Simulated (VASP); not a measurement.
Crystal: ZnS.

```
Zn S
1.0
     0.00000    2.69368    2.69368
     2.69368    0.00000    2.69368
     2.69368    2.69368    0.00000
Zn S
1 1
Direct
  0.00000 0.00000 0.00000
  0.25000 0.25000 0.25000
```

```yaml
Program: VASP 6.6.1
Task: relaxation of cell and atoms
Functional: PBE
Potentials_or_basis: VASP PAW PBE potentials, release 64 (Zn, S)
Cutoff: 600 eV
k_mesh: 10 × 10 × 10
Occupations: gaussian, width 0.02 eV
Spin: no spin polarisation
```

At the start: pressure 2.5 GPa; volume 19.55 Å³/atom.

Question: Where does the relaxation end?

Answer: Over 3 steps the energy falls by 4.9 meV/atom and the volume is 20.20 Å³/atom (+3.4 %); space group F-43m (No. 216, to 0.05 Å).

The path:
```csv
step,energy change (eV),largest force (eV/Å),pressure (GPa),volume (Å³)
1,0.0000,0.0000,2.51,39.09
2,-0.0088,0.0000,-0.73,40.85
3,-0.0099,0.0000,0.07,40.40
```

Final structure:
```
CELL_PARAMETERS angstrom
0.00000 2.72344 2.72344
2.72344 0.00000 2.72344
2.72344 2.72344 0.00000
ATOMIC_POSITIONS crystal
Zn 0.00000 0.00000 0.00000
S 0.25000 0.25000 0.25000
```
